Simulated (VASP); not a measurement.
# MgCd2S3 (P-3m1) in VASP: a series of runs

MgCd2S3 is run at these levels: PBE; tasks: single point, relaxation of cell and atoms.

Everything below comes from runs of VASP 6.6.1. Logs are shortened: lines on timing, memory, paths and dates and some standing lists are left out, and cuts for length are marked.

## 1. The cell of the first run

It takes space group P-3m1 (No. 164, trigonal). The conventional cell has a = 3.827 Å, b = 3.827 Å, c = 9.381 Å, α = 90.00°, β = 90.00°, γ = 120.00°. Mg (site symmetry -3m) has 6 S at 2.65 Å within 3.5 Å. Within 3.6 Å of Cd (site symmetry 3m) lie 6 S at 2.73 to 2.74 Å. S (site symmetry -3m) has 6 Cd at 2.73 Å within 3.6 Å. S (site symmetry 3m) has 3 Mg at 2.65 Å and 3 Cd at 2.74 Å within 3.5 Å.

## 2. Single point, PBE

Contents of INCAR:

```
PREC = Accurate
ENCUT = 520
EDIFF = 1E-7
ISMEAR = 0
SIGMA = 0.02
LREAL = False
LASPH = True
NELM = 80
ALGO = Normal
ISIF = 2
LWAVE = False
LCHARG = False
GGA = PE
NBANDS = 31
```

Contents of KPOINTS:

```
Automatic mesh
0
Gamma
  12 12 4
```

Contents of POSCAR:

```
MgCd2S3
1.0
    3.8265591420      0.0000000000      0.0000000000
   -1.9132795710      3.3138974260      0.0000000000
    0.0000000000      0.0000000000      9.3808635501
Mg Cd S
1 2 3
Direct
    0.0000000000      0.0000000000      0.0000000000
    0.3333333333      0.6666666667      0.3288206439
    0.6666666667      0.3333333333      0.6711793561
    0.0000000000      0.0000000000      0.5000000000
    0.6666666667      0.3333333333      0.1558803438
    0.3333333333      0.6666666667      0.8441196562
```

Potentials or basis: VASP PAW PBE potentials, release 64 (Mg, Cd, S).

Launch:

```
> cat potpaw_PBE.64/Mg/POTCAR potpaw_PBE.64/Cd/POTCAR potpaw_PBE.64/S/POTCAR > POTCAR
> mpirun -np 1 vasp_std > vasp.out
```

OUTCAR:

```text
PREC = Accurate
   ENCUT = 520
   EDIFF = 1E-7
   ISMEAR = 0
   LREAL = False
   LASPH = True
   NELM = 80
   ISIF = 2
   GGA = PE

 ion  position               nearest neighbor table
   1  0.000  0.000  0.000-   5 2.65   6 2.65   6 2.65   5 2.65   5 2.65   6 2.65
   2  0.333  0.667  0.329-   4 2.73   4 2.73   4 2.73   5 2.74   5 2.74   5 2.74
   3  0.667  0.333  0.671-   4 2.73   4 2.73   4 2.73   6 2.74   6 2.74   6 2.74
   4  0.000  0.000  0.500-   2 2.73   3 2.73   2 2.73   3 2.73   3 2.73   2 2.73
   5  0.667  0.333  0.156-   1 2.65   1 2.65   1 2.65   2 2.74   2 2.74   2 2.74
   6  0.333  0.667  0.844-   1 2.65   1 2.65   1 2.65   3 2.74   3 2.74   3 2.74

  LATTYP: Found a hexagonal cell.
 ALAT       =     3.8265591420
 C/A-ratio  =     2.4515140632

  Lattice vectors:

 A1 = (   3.8265591420,   0.0000000000,   0.0000000000)
 A2 = (  -1.9132795710,   3.3138974260,   0.0000000000)
 A3 = (   0.0000000000,   0.0000000000,   9.3808635501)

Analysis of symmetry for initial positions (statically):
=====================================================================
 Subroutine PRICEL returns:
 Original cell was already a primitive cell.

 Routine SETGRP: Setting up the symmetry group for a
 hexagonal supercell.

 Subroutine GETGRP returns: Found 12 space group operations
 (whereof 12 operations were pure point group operations)
 out of a pool of 24 trial point group operations.

The static configuration has the point symmetry D_3d.

Analysis of symmetry for dynamics (positions and initial velocities):
=====================================================================
 Subroutine PRICEL returns:
 Original cell was already a primitive cell.

 Routine SETGRP: Setting up the symmetry group for a
 hexagonal supercell.

 Subroutine GETGRP returns: Found 12 space group operations
 (whereof 12 operations were pure point group operations)
 out of a pool of 24 trial point group operations.

The dynamic configuration has the point symmetry D_3d.

 Subroutine INISYM returns: Found 12 space group operations
 (whereof 12 operations are pure point group operations),
 and found     1 'primitive' translations

----------------------------------------------------------------------------------------

                                     Primitive cell

  volume of cell :     118.9571

  direct lattice vectors                    reciprocal lattice vectors
     3.826559142  0.000000000  0.000000000     0.261331385  0.150879745  0.000000000
    -1.913279571  3.313897426  0.000000000     0.000000000  0.301759491  0.000000000
     0.000000000  0.000000000  9.380863550     0.000000000  0.000000000  0.106599994

  length of vectors
     3.826559142  3.826559142  9.380863550     0.301759491  0.301759491  0.106599994

  position of ions in fractional coordinates (direct lattice)
     0.000000000  0.000000000  0.000000000
     0.333333333  0.666666667  0.328820644
     0.666666667  0.333333333  0.671179356
     0.000000000  0.000000000  0.500000000
     0.666666667  0.333333333  0.155880344
     0.333333333  0.666666667  0.844119656

  ion indices of the primitive-cell ions
   primitive index   ion index
                 1           1
                 2           2
                 3           3
                 4           4
                 5           5
                 6           6

----------------------------------------------------------------------------------------

 KPOINTS: Automatic mesh

Automatic generation of k-mesh.
 Grid dimensions read from file:
 generate k-points for:   12   12    4

 Generating k-lattice:

  Cartesian coordinates                     Fractional coordinates (reciprocal lattice)
     0.021777615  0.012573312  0.000000000     0.083333333  0.000000000  0.000000000
     0.000000000  0.025146624  0.000000000     0.000000000  0.083333333  0.000000000
     0.000000000  0.000000000  0.026649999     0.000000000  0.000000000  0.250000000

  Length of vectors
     0.025146624  0.025146624  0.026649999

  Shift w.r.t. Gamma in fractional coordinates (k-lattice)
     0.000000000  0.000000000  0.000000000

 Subroutine IBZKPT returns following result:
 ===========================================

 Found     69 irreducible k-points:

 Following reciprocal coordinates:
            Coordinates               Weight
  0.000000  0.000000  0.000000      1.000000
  0.083333  0.000000  0.000000      6.000000
  0.166667 -0.000000  0.000000      6.000000
  0.250000  0.000000  0.000000      6.000000
  0.333333 -0.000000  0.000000      6.000000
  0.416667  0.000000  0.000000      6.000000
[... 16 lines left out ...]
  0.166667 -0.000000  0.250000      6.000000
  0.000000  0.166667  0.250000      6.000000
 [... further k-points ...]
   k-points           NKPTS =     69   k-points in BZ     NKDIM =     69   number of bands    NBANDS=     31
   number of dos      NEDOS =    301   number of ions     NIONS =      6
   total plane-waves  NPLWV =  54880
   dimension x,y,z NGX =    28 NGY =   28 NGZ =   70
   dimension x,y,z NGXF=    56 NGYF=   56 NGZF=  140
   ions per type =               1   2   3
   NGX,Y,Z   is equivalent  to a cutoff of  12.16, 12.16, 12.41 a.u.
   NGXF,Y,Z  is equivalent  to a cutoff of  24.33, 24.33, 24.81 a.u.
 SYSTEM =  unknown system
   PREC   = accura    normal or accurate (medium, high low for compatibility)
   ISTART =      0    job   : 0-new  1-cont  2-samecut
   ICHARG =      2    charge: 1-file 2-atom 10-const
   ISPIN  =      1    spin polarized calculation?
   LNONCOLLINEAR =      F non collinear calculations
   LSORBIT =      F    spin-orbit coupling
   LASPH  =      T    aspherical Exc in radial PAW
   ENCUT  =  520.0 eV  38.22 Ry    6.18 a.u.   7.11  7.11 17.44*2*pi/ulx,y,z
   NELM   =     80;   NELMIN=  2; NELMDL= -5     # of ELM steps
   EDIFF  = 0.1E-06   stopping-criterion for ELM
   LREAL  =      F    real-space projection
   EDIFFG = 0.1E-05   stopping-criterion for IOM
   NSW    =      0    number of steps for IOM
   IBRION =     -1    ionic relax: 0-MD 1-quasi-New 2-CG
   NFREE  =      0    steps in history (QN), initial steepest desc. (CG)
   ISIF   =      2    stress and relaxation
   ISYM   =      2    0-nonsym 1-usesym 2-fastsym
   POTIM  = 0.5000    time-step for ionic-motion
   TEBEG  =    0.0;   TEEND  =   0.0 temperature during run
   PSTRESS=    0.0 pullay stress
   NELECT =      44.0000    total number of electrons
   NUPDOWN=      -1.0000    fix difference up-down
   EMIN   =  10.00;   EMAX   =-10.00  energy-range for DOS
   EFERMI =   0.00;   METHOD = LEGACY
   ISMEAR =     0;   SIGMA  =   0.02  broadening in eV -4-tet -1-fermi 0-gaus
   EFERMI_NEDOS =   21; number of points for ismear=-14 and -15
   IALGO  =     38    algorithm
   IMIX   =      4    mixing-type and parameters
     AMIX     =   0.40;   BMIX     =  1.00
     AMIX_MAG =   1.60;   BMIX_MAG =  1.00
  volume/ion in A,a.u.               =      19.83       133.79
  Fermi-wavevector in a.u.,A,eV,Ry     =   1.175156  2.220723 18.789540  1.380992
  Thomas-Fermi vector in A             =   2.311542
   LORBIT       =      0    0 simple, 1 ext, 2 COOP (PROOUT), +10 PAW based schemes
   GGA     = PE    functional components
   LHFCALC =     F    Hartree Fock is set to
   AEXX    =    0.0000 exact exchange contribution
   IVDW    =     0    specifies the selected vdW correction
   LEPSILON=     F    determine dielectric tensor
   LRPA    =     F    only Hartree local field effects (RPA)
 non-spin polarized calculation
 Gauss-broadening in eV      SIGMA  =   0.02
  energy-cutoff  :      520.00
  volume of cell :      118.96
 maximum number of plane-waves:      3248
   NGX = 15   NGY = 15   NGZ = 35

 number of electron      43.9999994 magnetization

 Free energy of the ion-electron system (eV)
  ---------------------------------------------------
  ext. energy  EPLUGINS =         0.00000000
  ---------------------------------------------------
  free energy    TOTEN  =       -20.16801685 eV

  energy without entropy =      -20.16801685  energy(sigma->0) =      -20.16801685

 E-fermi :   3.1071     XC(G=0): -10.1132

 val. band max:        3.0237347122   @ k =   0.0000   0.0000   0.0000
 cond. band min:       3.9306629751   @ k =   0.5000   0.0000   0.0000
 fundamental gap:      0.9069282629
 Fermi energy:         3.1071487986

 k-point     1 :       0.0000    0.0000    0.0000
  band No.  band energies     occupation
      1      -9.6404      2.00000
      2      -8.9027      2.00000
      3      -8.7634      2.00000
      4      -4.7051      2.00000
      5      -4.7051      2.00000
      6      -4.6240      2.00000
[... 23 lines left out ...]
     30       9.9697      0.00000
     31      10.9932      0.00000

 k-point     2 :       0.0833    0.0000    0.0000
  band No.  band energies     occupation
      1      -9.5863      2.00000
      2      -8.8846      2.00000
      3      -8.7335      2.00000
      4      -4.6931      2.00000
      5      -4.6914      2.00000
      6      -4.6219      2.00000
[... 23 lines left out ...]
     30      10.3081      0.00000
     31      11.2238      0.00000

 k-point     3 :       0.1667   -0.0000    0.0000
  band No.  band energies     occupation
      1      -9.4310      2.00000
      2      -8.8351      2.00000
      3      -8.6511      2.00000
      4      -4.6668      2.00000
      5      -4.6536      2.00000
      6      -4.6144      2.00000
[... 23 lines left out ...]
     30      10.7806      0.00000
     31      11.0181      0.00000

 k-point     4 :       0.2500    0.0000    0.0000
  band No.  band energies     occupation
      1      -9.1981      2.00000
      2      -8.7680      2.00000
      3      -8.5374      2.00000
      4      -4.6613      2.00000
      5      -4.6524      2.00000
      6      -4.5681      2.00000
[... 635 lines left out ...]
     30      10.9394      0.00000
     31      10.9573      0.00000

 k-point    23 :       0.1667   -0.0000    0.2500
  band No.  band energies     occupation
      1      -9.3814      2.00000
      2      -8.9994      2.00000
      3      -8.5316      2.00000
      4      -4.6667      2.00000
      5      -4.6348      2.00000
      6      -4.6040      2.00000
[... 23 lines left out ...]
     30      10.5001      0.00000
     31      10.5218      0.00000

 k-point    24 :       0.0000    0.1667    0.2500
  band No.  band energies     occupation
      1      -9.3739      2.00000
      2      -9.0182      2.00000
      3      -8.5185      2.00000
      4      -4.6680      2.00000
      5      -4.6546      2.00000
      6      -4.6184      2.00000
[... 23 lines left out ...]
     30      10.5999      0.00000
     31      11.2250      0.00000

 [... further k-points ...]

------------------------ aborting loop because EDIFF is reached ----------------------------------------

  FORCE on cell =-STRESS in cart. coord.  units (eV):
  Direction    XX          YY          ZZ          XY          YZ          ZX
  --------------------------------------------------------------------------------------
  -------------------------------------------------------------------------------------
  Total        0.1367766      0.1367766      0.1518635      0.0000000     -0.0000000      0.0000000
  in kB        1.8421797      1.8421797      2.0453782      0.0000000     -0.0000000      0.0000000
  external PRESSURE =       1.9099126 kB  Pullay stress =       0.0000000 kB

 VOLUME and BASIS-vectors are now :
 -----------------------------------------------------------------------------
  energy-cutoff  :      520.00
  volume of cell :      118.96
      direct lattice vectors                 reciprocal lattice vectors
     3.826559142  0.000000000  0.000000000     0.261331385  0.150879745  0.000000000
    -1.913279571  3.313897426  0.000000000     0.000000000  0.301759491  0.000000000
     0.000000000  0.000000000  9.380863550     0.000000000  0.000000000  0.106599994

 POSITION                                       TOTAL-FORCE (eV/Angst)
 -----------------------------------------------------------------------------------
      0.00000      0.00000      0.00000        -0.000000      0.000000      0.000000
     -0.00000      2.20926      3.08462        -0.000000     -0.000000     -0.004019
      1.91328      1.10463      6.29624        -0.000000      0.000000      0.004019
      0.00000      0.00000      4.69043        -0.000000      0.000000      0.000000
      1.91328      1.10463      1.46229        -0.000000      0.000000     -0.047062
     -0.00000      2.20926      7.91857         0.000000     -0.000000      0.047062
 -----------------------------------------------------------------------------------
    total drift:                                0.000000     -0.000000      0.000000

  FREE ENERGIE OF THE ION-ELECTRON SYSTEM (eV)
  ---------------------------------------------------
  free  energy   TOTEN  =       -20.1680168496 eV

  energy  without entropy=      -20.1680168496  energy(sigma->0) =      -20.16801685
```

Run time: 2.5 min. Hardware: 1 thread of AMD EPYC 9R45 (Zen 5), shared host; peak memory 0.34 GiB.

What came out:

```yaml
Free_energy: -20.1680 eV
Pressure: 0.2 GPa
Largest_force: 0.047 eV/Å
Band_gap_on_the_k_mesh: 0.91 eV (least direct gap 1.45 eV)
```

Forces on the atoms (eV/Å):
```
Mg   0.000  0.000  0.000
Cd   0.000  0.000 -0.004
Cd   0.000  0.000  0.004
S    0.000  0.000  0.000
S    0.000  0.000 -0.047
S    0.000  0.000  0.047
```

Levels at points of the mesh, in eV from the valence-band top:
```
           k point  band 20  band 21  band 22  band 23  band 24  band 25
(0.00, 0.00, 0.00)    -0.50     0.00     0.00     1.59     3.97     4.03
(0.50, 0.00, 0.00)    -1.05    -0.92    -0.54     0.91     3.99     4.24
(0.00, 0.00, 0.50)    -0.31    -0.08    -0.08     2.88     3.38     3.85
(0.50, 0.00, 0.50)    -1.55    -0.17    -0.13     1.81     2.58     3.78
```

A k mesh can miss the band edges.

## 3. Relaxation of cell and atoms, PBE

Contents of INCAR:

```
PREC = Accurate
ENCUT = 600
EDIFF = 1E-6
ISMEAR = 0
SIGMA = 0.02
LREAL = False
LASPH = True
NELM = 80
ALGO = Normal
ISIF = 3
LWAVE = False
LCHARG = False
GGA = PE
IBRION = 2
NSW = 100
EDIFFG = -0.01
```

Contents of KPOINTS:

```
regular mesh
0
Gamma
  12 12 4
```

Contents of POSCAR:

```
MgCd2S3
1.0
    3.8286238929      0.0000000000      0.0000000000
   -1.9143119464      3.3156855528      0.0000000000
    0.0000000000      0.0000000000      9.3669124726
Mg Cd S
1 2 3
Direct
    0.0000000000      0.0000000000      0.0000000000
    0.3333333333      0.6666666667      0.3288016593
    0.6666666667      0.3333333333      0.6711983407
    0.0000000000      0.0000000000      0.5000000000
    0.6666666667      0.3333333333      0.1559068637
    0.3333333333      0.6666666667      0.8440931363
```

Potentials or basis: VASP PAW PBE potentials, release 64 (Mg, Cd, S).

Launch:

```
> cat potpaw_PBE.64/Mg/POTCAR potpaw_PBE.64/Cd/POTCAR potpaw_PBE.64/S/POTCAR > POTCAR
> mpirun -np 1 vasp_std > vasp.out
```

Wall time 17 min (1 thread of Intel Xeon 8259CL, shared host); peak memory 0.46 GiB.

It converged, with:

| Quantity | Value |
| --- | --- |
| Free energy | -20.1686 eV |
| Relaxed volume | 19.87 Å³/atom |
| Relaxed cell | a = 3.829 Å, b = 3.829 Å, c = 9.392 Å, α = 90.00°, β = 90.00°, γ = 120.00° |
| Space group after relaxing (to 0.1 Å) | P-3m1 (No. 164) |
| Energy gained by relaxing | 0.1 meV/atom |
| Ionic steps | 6 |
| Pressure after relaxing | 0.0 GPa |
| Largest force after relaxing | 0.008 eV/Å |
| Band gap on the k mesh | 0.90 eV (least direct gap 1.44 eV) |

Forces in eV/Å, atoms in the order of the input:
```
Mg   0.000  0.000  0.000
Cd   0.000  0.000 -0.008
Cd   0.000  0.000  0.008
S    0.000  0.000  0.000
S    0.000  0.000 -0.001
S    0.000  0.000  0.001
```

The path:
```csv
step,energy change (eV),largest force (eV/Å),pressure (GPa),volume (Å³)
1,0.0000,0.0496,0.21,118.91
2,-0.0004,0.0272,-0.09,119.35
3,-0.0004,0.0288,-0.07,119.32
4,-0.0005,0.0155,-0.02,119.26
5,-0.0006,0.0133,0.02,119.19
6,-0.0006,0.0077,-0.01,119.22
```

Final structure:
```
Mg Cd S
1.0
     3.82850    0.00000    0.00000
    -1.91425    3.31558    0.00000
     0.00000    0.00000    9.39203
Mg Cd S
1 2 3
Direct
  0.00000 0.00000 0.00000
  0.33333 0.66667 0.32863
  0.66667 0.33333 0.67138
  0.00000 0.00000 0.50000
  0.66667 0.33333 0.15521
  0.33333 0.66667 0.84479
```

Levels at points of the mesh, in eV from the valence-band top:
| k point | band 19 | band 20 | band 21 | band 22 | band 23 | band 24 | band 25 | band 26 |
| --- | --- | --- | --- | --- | --- | --- | --- | --- |
| (0.00, 0.00, 0.00) | -0.49 | -0.49 | 0.00 | 0.00 | 1.57 | 3.97 | 4.03 | 6.69 |
| (0.50, 0.00, 0.00) | -1.43 | -1.06 | -0.91 | -0.54 | 0.90 | 3.99 | 4.24 | 5.26 |
| (0.00, 0.00, 0.50) | -0.30 | -0.30 | -0.08 | -0.08 | 2.87 | 3.37 | 3.86 | 6.23 |
| (0.50, 0.00, 0.50) | -1.63 | -1.55 | -0.17 | -0.13 | 1.80 | 2.58 | 3.78 | 5.69 |

A k mesh can miss the band edges.
